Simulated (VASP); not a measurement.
A run of VASP 6.6.1 is set up as follows.

The input INCAR:

```
SYSTEM = TaPtSe4
PREC     = Accurate       ! precision mode
ENCUT    = 520            ! plane-wave cutoff, eV
EDIFF    = 1E-7           ! SCF threshold, eV
ISMEAR   = 0              ! smearing method
SIGMA    = 0.1            ! smearing width, eV
LREAL    = .FALSE.        ! projectors in reciprocal space
LASPH    = .TRUE.         ! aspherical terms in the spheres
NELM     = 100            ! most SCF steps
ALGO     = Normal         ! electronic algorithm
ISIF     = 2              ! what is computed and relaxed
LWAVE    = .FALSE.        ! write WAVECAR
LCHARG   = .TRUE.         ! write CHGCAR
GGA      = PE             ! functional
LELF     = .TRUE.         ! ELF
LVHAR    = .TRUE.       
NBANDS   = 32             ! bands
```

The input KPOINTS:

```
Automatic mesh
0
G
  4 4 4
  0 0 0
```

The input POSCAR:

```
TaPtSe4
1.0
    0.0000000000      3.8762232142      3.8762232142
    3.8762232142      0.0000000000      3.8762232142
    3.8762232142      3.8762232142      0.0000000000
Ta Pt Se
1 1 4
Direct
    0.2500000000      0.2500000000      0.2500000000
    0.0000000000      0.0000000000      0.0000000000
    0.1259222592      0.6246925803      0.6246925803
    0.6246925803      0.1259222592      0.6246925803
    0.6246925803      0.6246925803      0.1259222592
    0.6246925803      0.6246925803      0.6246925803
```

Potentials or basis: VASP PAW PBE potentials, release 64 (Ta_pv, Pt, Se).

Run with:

```sh
$ cat potpaw_PBE.64/Ta_pv/POTCAR potpaw_PBE.64/Pt/POTCAR potpaw_PBE.64/Se/POTCAR > POTCAR
$ mpirun -np 1 vasp_std > vasp.out
```

(1) Estimate the pressure.

Answers

(1) 0.0 GPa.
